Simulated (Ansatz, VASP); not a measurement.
**Al: VASP beside Ansatz**

```xyz
8
Lattice="6.3012 0.0000 0.0000 0.0000 2.8903 0.0000 0.0000 0.0000 7.8413" Properties=species:S:1:pos:R:3 pbc="T T T"
Al   -0.0079    0.7226    5.4933
Al    3.1427    0.7226    6.2687
Al    6.3091    2.1677    2.3480
Al    3.1585    2.1677    1.5726
Al    1.1546    0.7226    0.2606
Al    4.3052    0.7226    3.6600
Al    5.1466    2.1677    7.5807
Al    1.9960    2.1677    4.1812
```

Alike in both runs: functional PBE; k mesh 4 × 6 × 4; occupations gaussian, width 0.1 eV; no spin polarisation.

Ansatz relaxed the structure, and its values are those at the end. VASP's run is a single point on that final structure, the one shown.

|  | VASP | Ansatz |
| --- | --- | --- |
| version | VASP 6.6.1 | Ansatz 0.2.0 |
| potentials or method | VASP PAW PBE potentials, release 64 (Al), cutoff 520 eV | scalar-relativistic, plane waves, PAW |
| valence electrons in the cell | 24 | 24 |

```csv
,VASP,Ansatz,Ansatz less VASP
gap on the k mesh at the Fermi level (eV),none,none,-
pressure (GPa),0.1,0.1,+0.03
rms of the force components (eV/Å),0.006,0.006,+0.0001
```

A gap of «none» marks a metal or a gap that the smearing closes. The functional is the same, so the differences come from potentials, cutoffs and numerics.

The k mesh is coarse, so the values compare programs but aren't converged.
